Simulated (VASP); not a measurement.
Runs of VASP 6.6.1 on TiPt3. The structure is that of space group Pm-3m (No. 221), or close to it. The cells are those of the table. 

```tsv
cell	gap on the mesh (eV)	pressure (GPa)
a = 3.858, b = 3.858, c = 3.976 Å, 4 atoms	none	-4.1
a = 3.819, b = 3.819, c = 4.058 Å, 4 atoms	none	(a)
a = 3.897 Å, 4 atoms	none	-4.3
a = 3.975, b = 3.975, c = 3.746 Å, 4 atoms	none	(b)
a = 3.936, b = 3.936, c = 3.820 Å, 4 atoms	none	-4.2
```

Alike in all rows: task single point; level LDA; potentials or basis VASP PAW LDA potentials, release 64 (Ti_sv, Pt); no spin polarisation; k mesh 9 × 9 × 9; cutoff (eV) 520; smearing fermi-dirac 0.05 eV.

Question: Estimate the missing entries.

Answer: (a) -3.7; (b) -3.9.

Caveats: spin-orbit coupling is left out, which moves the levels of the heavy elements; the stress differs along the axes, from -8 to -2 GPa (at least some runs); the stress differs along the axes, from -12 to 0 GPa (at least some runs); the cell stands under tension (at least some runs); the stress differs along the axes, from -7 to 3 GPa (at least some runs); the stress differs along the axes, from -6 to -1 GPa (at least some runs).

A k mesh can miss the band edges, and the runs leave out spin-orbit coupling on Pt.

A gap of «none» marks levels without a gap at the run's occupations.
